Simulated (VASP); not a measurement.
# Ir (P6_3/mmc) in VASP: notebook

The runs below take Ir through single point, with r2SCAN.

All numbers are computed with VASP 6.6.1; they aren't measurements. Logs are shortened: lines on timing, memory, paths and dates and some standing lists are left out, and cuts for length are marked.

## Step 1: The cell of the first run

Symmetry: P6_3/mmc, No. 194, hexagonal system. Conventional cell: a = 2.751 Å, b = 2.751 Å, c = 4.462 Å, α = 90.00°, β = 90.00°, γ = 120.00°. Within 3.6 Å of Ir (site symmetry -6m2) lie 12 Ir at 2.74 to 2.75 Å.

This isn't the form of Ir at room conditions, which is fcc.

## Step 2: Single point, r2SCAN, collinear spin

File POSCAR:

```
Ir
1.0
    2.7513778946      0.0000000000      0.0000000000
   -1.3756889473      2.3827631521      0.0000000000
    0.0000000000      0.0000000000      4.4622900000
Ir
2
Direct
    0.6666666667      0.3333333333      0.7500000000
    0.3333333333      0.6666666667      0.2500000000
```

File INCAR.step1:

```
SYSTEM = Ir
ALGO = Normal
EDIFF = 1E-5
ENCUT = 550
GGA = PE
GGA_COMPAT = .False.
ISMEAR = -1
ISPIN = 2
LASPH = .True.
LCHARG = .False.
LMAXMIX = 4
LREAL = .False.
LWAVE = .True.
MAGMOM = 0.8 0.8
NBANDS = 28
NELM = 200
PREC = Accurate
SIGMA = 0.08
```

File INCAR.step2:

```
SYSTEM = Ir
ALGO = Normal
EDIFF = 1E-6
ENCUT = 550
GGA_COMPAT = .False.
ISIF = 2
ISMEAR = -1
ISPIN = 2
ISTART = 1
LASPH = .True.
LCHARG = .False.
LMAXMIX = 4
LMIXTAU = .True.
LORBIT = 11
LREAL = .False.
LWAVE = .False.
MAGMOM = 0.8 0.8
METAGGA = R2SCAN
NBANDS = 28
NELM = 200
PREC = Accurate
SIGMA = 0.08
```

File KPOINTS:

```
k-points
0
Gamma
  14 14 8
  0 0 0
```

Potentials or basis: VASP PAW PBE potentials, release 64 (Ir_sv_GW).

The run is started by

```bash
cat potpaw_PBE.64/Ir_sv_GW/POTCAR > POTCAR
cp INCAR.step1 INCAR
mpirun -np 1 vasp_std > vasp.out
cp INCAR.step2 INCAR
mpirun -np 1 vasp_std > vasp.out
```

OUTCAR:

```text
SYSTEM = Ir
   EDIFF = 1E-6
   ENCUT = 550
   ISIF = 2
   ISMEAR = -1
   ISPIN = 2
   ISTART = 1
   LASPH = .True.
   LORBIT = 11
   LREAL = .False.
   METAGGA = R2SCAN
   NELM = 200
   PREC = Accurate

 ion  position               nearest neighbor table
   1  0.667  0.333  0.750-   2 2.74   2 2.74   2 2.74   2 2.74   2 2.74   2 2.74
   2  0.333  0.667  0.250-   1 2.74   1 2.74   1 2.74   1 2.74   1 2.74   1 2.74

  LATTYP: Found a hexagonal cell.
 ALAT       =     2.7513778946
 C/A-ratio  =     1.6218382828

  Lattice vectors:

 A1 = (   2.7513778946,   0.0000000000,   0.0000000000)
 A2 = (  -1.3756889473,   2.3827631521,   0.0000000000)
 A3 = (   0.0000000000,   0.0000000000,   4.4622900000)

Analysis of symmetry for initial positions (statically):
=====================================================================
 Subroutine PRICEL returns:
 Original cell was already a primitive cell.

 Routine SETGRP: Setting up the symmetry group for a
 hexagonal supercell.

 Subroutine GETGRP returns: Found 24 space group operations
 (whereof 12 operations were pure point group operations)
 out of a pool of 24 trial point group operations.

The static configuration has the point symmetry D_3d.
 The point group associated with its full space group is D_6h.

Analysis of symmetry for dynamics (positions and initial velocities):
=====================================================================
 Subroutine PRICEL returns:
 Original cell was already a primitive cell.

 Routine SETGRP: Setting up the symmetry group for a
 hexagonal supercell.

 Subroutine GETGRP returns: Found 24 space group operations
 (whereof 12 operations were pure point group operations)
 out of a pool of 24 trial point group operations.

The dynamic configuration has the point symmetry D_3d.
 The point group associated with its full space group is D_6h.

Analysis of structural, dynamic, and magnetic symmetry:
=====================================================================
 Subroutine PRICEL returns:
 Original cell was already a primitive cell.

 Routine SETGRP: Setting up the symmetry group for a
 hexagonal supercell.

 Subroutine GETGRP returns: Found 24 space group operations
 (whereof 12 operations were pure point group operations)
 out of a pool of 24 trial point group operations.

The overall configuration has the point symmetry D_3d.
 The point group associated with its full space group is D_6h.

 Subroutine INISYM returns: Found 24 space group operations
 (whereof 12 operations are pure point group operations),
 and found     1 'primitive' translations

----------------------------------------------------------------------------------------

                                     Primitive cell

  volume of cell :      29.2542

  direct lattice vectors                    reciprocal lattice vectors
     2.751377895  0.000000000  0.000000000     0.363454254  0.209840411  0.000000000
    -1.375688947  2.382763152  0.000000000     0.000000000  0.419680823  0.000000000
     0.000000000  0.000000000  4.462290000     0.000000000  0.000000000  0.224100182

  length of vectors
     2.751377895  2.751377895  4.462290000     0.419680823  0.419680823  0.224100182

  position of ions in fractional coordinates (direct lattice)
     0.666666667  0.333333333  0.750000000
     0.333333333  0.666666667  0.250000000

  ion indices of the primitive-cell ions
   primitive index   ion index
                 1           1
                 2           2

----------------------------------------------------------------------------------------

 KPOINTS: k-points

Automatic generation of k-mesh.
 Grid dimensions read from file:
 generate k-points for:   14   14    8

 Generating k-lattice:

  Cartesian coordinates                     Fractional coordinates (reciprocal lattice)
     0.025961018  0.014988601  0.000000000     0.071428571  0.000000000  0.000000000
     0.000000000  0.029977202  0.000000000     0.000000000  0.071428571  0.000000000
     0.000000000  0.000000000  0.028012523     0.000000000  0.000000000  0.125000000

  Length of vectors
     0.029977202  0.029977202  0.028012523

  Shift w.r.t. Gamma in fractional coordinates (k-lattice)
     0.000000000  0.000000000  0.000000000

 Subroutine IBZKPT returns following result:
 ===========================================

 Found    120 irreducible k-points:

 Following reciprocal coordinates:
            Coordinates               Weight
  0.000000  0.000000  0.000000      1.000000
  0.071429 -0.000000  0.000000      6.000000
  0.142857  0.000000  0.000000      6.000000
  0.214286 -0.000000  0.000000      6.000000
  0.285714 -0.000000  0.000000      6.000000
  0.357143 -0.000000  0.000000      6.000000
[... 16 lines left out ...]
  0.285714  0.285714  0.000000      6.000000
  0.357143  0.285714  0.000000      6.000000
 [... further k-points ...]
   k-points           NKPTS =    120   k-points in BZ     NKDIM =    120   number of bands    NBANDS=     28
   number of dos      NEDOS =    301   number of ions     NIONS =      2
   total plane-waves  NPLWV =  20736
   dimension x,y,z NGX =    24 NGY =   24 NGZ =   36
   dimension x,y,z NGXF=    48 NGYF=   48 NGZF=   72
   ions per type =               2
   NGX,Y,Z   is equivalent  to a cutoff of  14.50, 14.50, 13.41 a.u.
   NGXF,Y,Z  is equivalent  to a cutoff of  29.00, 29.00, 26.82 a.u.
 SYSTEM =  Ir
   PREC   = accura    normal or accurate (medium, high low for compatibility)
   ISTART =      1    job   : 0-new  1-cont  2-samecut
   ICHARG =      0    charge: 1-file 2-atom 10-const
   ISPIN  =      2    spin polarized calculation?
   LNONCOLLINEAR =      F non collinear calculations
   LSORBIT =      F    spin-orbit coupling
   LASPH  =      T    aspherical Exc in radial PAW
   ENCUT  =  550.0 eV  40.42 Ry    6.36 a.u.   5.26  5.26  8.53*2*pi/ulx,y,z
   NELM   =    200;   NELMIN=  2; NELMDL=  0     # of ELM steps
   EDIFF  = 0.1E-05   stopping-criterion for ELM
   LREAL  =      F    real-space projection
   EDIFFG = 0.1E-04   stopping-criterion for IOM
   NSW    =      0    number of steps for IOM
   IBRION =     -1    ionic relax: 0-MD 1-quasi-New 2-CG
   NFREE  =      0    steps in history (QN), initial steepest desc. (CG)
   ISIF   =      2    stress and relaxation
   ISYM   =      2    0-nonsym 1-usesym 2-fastsym
   POTIM  = 0.5000    time-step for ionic-motion
   TEBEG  =    0.0;   TEEND  =   0.0 temperature during run
   PSTRESS=    0.0 pullay stress
   NELECT =      34.0000    total number of electrons
   NUPDOWN=      -1.0000    fix difference up-down
   EMIN   =  10.00;   EMAX   =-10.00  energy-range for DOS
   EFERMI =   0.00;   METHOD = LEGACY
   ISMEAR =    -1;   SIGMA  =   0.08  broadening in eV -4-tet -1-fermi 0-gaus
   EFERMI_NEDOS =   21; number of points for ismear=-14 and -15
   IALGO  =     38    algorithm
   IMIX   =      4    mixing-type and parameters
     AMIX     =   0.40;   BMIX     =  1.00
     AMIX_MAG =   1.60;   BMIX_MAG =  1.00
  volume/ion in A,a.u.               =      14.63        98.71
  Fermi-wavevector in a.u.,A,eV,Ry     =   1.721227  3.252648 40.308928  2.962623
  Thomas-Fermi vector in A             =   2.797519
   LORBIT       =     11    0 simple, 1 ext, 2 COOP (PROOUT), +10 PAW based schemes
   METAGGA = R2SCAN    functional components
   LHFCALC =     F    Hartree Fock is set to
   AEXX    =    0.0000 exact exchange contribution
   IVDW    =     0    specifies the selected vdW correction
   LEPSILON=     F    determine dielectric tensor
   LRPA    =     F    only Hartree local field effects (RPA)
 spin polarized calculation
  energy-cutoff  :      550.00
  volume of cell :       29.25
 maximum number of plane-waves:       875
 NGX is ok and might be reduce to    24
   NGX = 11   NGY = 11   NGZ = 17

 number of electron      34.0000000 magnetization       0.0000004

 number of electron      34.0000000 magnetization      -0.0000001

 Free energy of the ion-electron system (eV)
  ---------------------------------------------------
  ext. energy  EPLUGINS =         0.00000000
  ---------------------------------------------------
  free energy    TOTEN  =      -105.62777717 eV

  energy without entropy =     -105.57615060  energy(sigma->0) =     -105.60196388

 E-fermi :  12.1418     XC(G=0): -15.6575

 val. band max:       12.1352658654   @ k =   0.2857   0.2857   0.1250
 cond. band min:      12.1426293230   @ k =   0.3571   0.0714   0.2500
 fundamental gap:      0.0073634577
 Fermi energy:        12.1418249290

 spin component 1

 k-point     1 :       0.0000    0.0000    0.0000
  band No.  band energies     occupation
      1     -82.8955      1.00000
      2     -82.8306      1.00000
      3     -39.5146      1.00000
      4     -38.8471      1.00000
      5     -38.8471      1.00000
      6     -38.7475      1.00000
[... 20 lines left out ...]
     27      34.8389      0.00000
     28      34.8389      0.00000

 k-point     2 :       0.0714   -0.0000    0.0000
  band No.  band energies     occupation
      1     -82.8931      1.00000
      2     -82.8294      1.00000
      3     -39.5026      1.00000
      4     -38.8753      1.00000
      5     -38.8560      1.00000
      6     -38.7648      1.00000
[... 20 lines left out ...]
     27      33.1695      0.00000
     28      35.0773      0.00000

 k-point     3 :       0.1429    0.0000    0.0000
  band No.  band energies     occupation
      1     -82.8853      1.00000
      2     -82.8258      1.00000
      3     -39.4677      1.00000
      4     -38.9533      1.00000
      5     -38.8811      1.00000
      6     -38.8453      1.00000
[... 616 lines left out ...]
      3     -39.3055      1.00000
      4     -39.2276      1.00000
      5     -39.1308      1.00000
      6     -39.1252      1.00000
[... 20 lines left out ...]
     27      28.4167      0.00000
     28      37.2089      0.00000

 k-point    24 :       0.3571    0.2857    0.0000
  band No.  band energies     occupation
      1     -82.8205      1.00000
      2     -82.8153      1.00000
      3     -39.3057      1.00000
      4     -39.1919      1.00000
      5     -39.1806      1.00000
      6     -39.0844      1.00000
[... 20 lines left out ...]
     27      28.0018      0.00000
     28      36.9808      0.00000

 [... further k-points ...]

 spin component 2

 k-point     1 :       0.0000    0.0000    0.0000
  band No.  band energies     occupation
      1     -82.8955      1.00000
      2     -82.8306      1.00000
      3     -39.5146      1.00000
      4     -38.8471      1.00000
      5     -38.8471      1.00000
      6     -38.7475      1.00000
[... 20 lines left out ...]
     27      34.8389      0.00000
     28      34.8389      0.00000

 k-point     2 :       0.0714   -0.0000    0.0000
  band No.  band energies     occupation
      1     -82.8931      1.00000
      2     -82.8294      1.00000
      3     -39.5026      1.00000
      4     -38.8753      1.00000
      5     -38.8560      1.00000
      6     -38.7648      1.00000
[... 20 lines left out ...]
     27      33.1695      0.00000
     28      35.0773      0.00000

 k-point     3 :       0.1429    0.0000    0.0000
  band No.  band energies     occupation
      1     -82.8853      1.00000
      2     -82.8258      1.00000
      3     -39.4677      1.00000
      4     -38.9533      1.00000
      5     -38.8811      1.00000
      6     -38.8453      1.00000
[... 616 lines left out ...]
      3     -39.3055      1.00000
      4     -39.2276      1.00000
      5     -39.1308      1.00000
      6     -39.1252      1.00000
[... 20 lines left out ...]
     27      28.4167      0.00000
     28      37.2094      0.00000

 k-point    24 :       0.3571    0.2857    0.0000
  band No.  band energies     occupation
      1     -82.8205      1.00000
      2     -82.8153      1.00000
      3     -39.3057      1.00000
      4     -39.1919      1.00000
      5     -39.1806      1.00000
      6     -39.0844      1.00000
[... 20 lines left out ...]
     27      28.0018      0.00000
     28      36.9808      0.00000

 [... further k-points ...]
[... 5 lines left out ...]
  --------------------------------------------------------------------------------------
  -------------------------------------------------------------------------------------
  Total       -1.9090981     -1.9090981     -2.0427042      0.0000000      0.0000000      0.0000000
  in kB     -104.5562286   -104.5562286   -111.8734828      0.0000000      0.0000000      0.0000000
  external PRESSURE =    -106.9953133 kB  Pullay stress =       0.0000000 kB

 VOLUME and BASIS-vectors are now :
 -----------------------------------------------------------------------------
  energy-cutoff  :      550.00
  volume of cell :       29.25
      direct lattice vectors                 reciprocal lattice vectors
     2.751377895  0.000000000  0.000000000     0.363454254  0.209840411  0.000000000
    -1.375688947  2.382763152  0.000000000     0.000000000  0.419680823  0.000000000
     0.000000000  0.000000000  4.462290000     0.000000000  0.000000000  0.224100182

 POSITION                                       TOTAL-FORCE (eV/Angst)
 -----------------------------------------------------------------------------------
      1.37569      0.79425      3.34672        -0.000000      0.000000      0.000000
     -0.00000      1.58851      1.11557         0.000000     -0.000000      0.000000
 -----------------------------------------------------------------------------------
    total drift:                                0.000000     -0.000000      0.000000

  FREE ENERGIE OF THE ION-ELECTRON SYSTEM (eV)
  ---------------------------------------------------
  free  energy   TOTEN  =      -105.6277771657 eV

  energy  without entropy=     -105.5761505971  energy(sigma->0) =     -105.60196388

 total charge

# of ion       s       p       d       f       tot
--------------------------------------------------
    1        3.664   6.101   6.313   0.022  16.100
    2        3.664   6.101   6.313   0.022  16.100
--------------------------------------------------
tot          7.328  12.202  12.626   0.045  32.201

 magnetization (x)

# of ion       s       p       d       f       tot
--------------------------------------------------
    1        0.000   0.000   0.000   0.000   0.000
    2        0.000   0.000   0.000   0.000   0.000
--------------------------------------------------
tot          0.000   0.000   0.000   0.000   0.000
```

Run time: 4.5 min. Hardware: 1 thread of Intel Xeon 6975P-C (Granite Rapids), shared host; peak memory 0.3 GiB.

Results:

| Item | Value |
| --- | --- |
| Free energy | -105.6278 eV |
| Pressure | -10.7 GPa |
| Band gap on the k mesh | zero (filled and empty bands overlap) |
| Net moment | 0.00 μB per cell |
| Valence electrons inside the program's atomic spheres | Ir 16.10 |

Stress tensor (GPa, compression positive):
```
-10.46   0.00   0.00
  0.00 -10.46   0.00
  0.00   0.00 -11.19
```

Levels at points of the mesh, in eV from the Fermi level:
Spin up:
```csv
k point,band 13,band 14,band 15,band 16,band 17,band 18,band 19,band 20,band 21,band 22
"(0.00, 0.00, 0.00)",-3.79,-3.15,-3.15,-2.37,-2.37,-0.69,0.27,0.27,7.18,14.53
"(0.50, 0.00, 0.00)",-3.55,-3.38,-2.95,0.71,0.95,1.12,2.99,4.48,8.43,10.46
"(0.00, 0.00, 0.50)",-3.92,-3.92,-3.92,-3.92,-0.47,-0.47,-0.47,-0.47,13.88,13.88
"(0.50, 0.00, 0.50)",-2.12,-2.12,-0.91,-0.91,0.95,0.95,2.07,2.07,7.81,7.81
```
Spin down:
```
           k point  band 13  band 14  band 15  band 16  band 17  band 18  band 19  band 20  band 21  band 22
(0.00, 0.00, 0.00)    -3.79    -3.15    -3.15    -2.37    -2.37    -0.69     0.27     0.27     7.18    14.53
(0.50, 0.00, 0.00)    -3.55    -3.38    -2.95     0.71     0.95     1.12     2.99     4.48     8.43    10.46
(0.00, 0.00, 0.50)    -3.92    -3.92    -3.92    -3.92    -0.47    -0.47    -0.47    -0.47    13.88    13.88
(0.50, 0.00, 0.50)    -2.12    -2.12    -0.91    -0.91     0.95     0.95     2.07     2.07     7.81     7.81
```

Caveat: the cell stands under tension; the PAW data sets were made with another functional, which shifts forces and pressure a little; spin-orbit coupling is left out, which moves the levels of the heavy elements.

[end of part 1 of 2]
